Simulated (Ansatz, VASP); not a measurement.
## One calculation of IrO2, two programs

```xyz
6
Lattice="4.5613 0.0000 0.0000 0.0000 4.5613 0.0000 0.0000 0.0000 3.1891" Properties=species:S:1:pos:R:3 pbc="T T T"
Ir    2.2806    2.2806    1.5945
Ir    0.0000    0.0000    0.0000
O     3.1558    3.1558    0.0000
O     3.6862    0.8751    1.5945
O     1.4055    1.4055    0.0000
O     0.8751    3.6862    1.5945
```

Alike in both runs: functional PBE; k mesh 9 × 9 × 12; occupations fermi-dirac, width 0.5 eV; no spin polarisation.

Ansatz relaxed the structure, and its values are those at the end. VASP's run is a single point on that final structure, the one shown.

```csv
,VASP,Ansatz
version,VASP 6.6.1,Ansatz 0.2.0
potentials or method,"VASP PAW PBE potentials, release 64 (Ir, O), cutoff 600 eV",plane-wave PAW DFT
valence electrons in the cell,42,58
```

```tsv
	VASP	Ansatz	Ansatz less VASP
pressure (GPa)	2.0	0.0	-1.95
rms of the force components (eV/Å)	0.005	0.000	-0.0050
```

With one functional, cell and mesh, what is left measures potentials, basis and numerics. VASP's potentials hold 42 valence electrons a cell and Ansatz's 58, so a difference there can come from the potentials and not from the codes.

Neither program's run includes spin-orbit coupling.
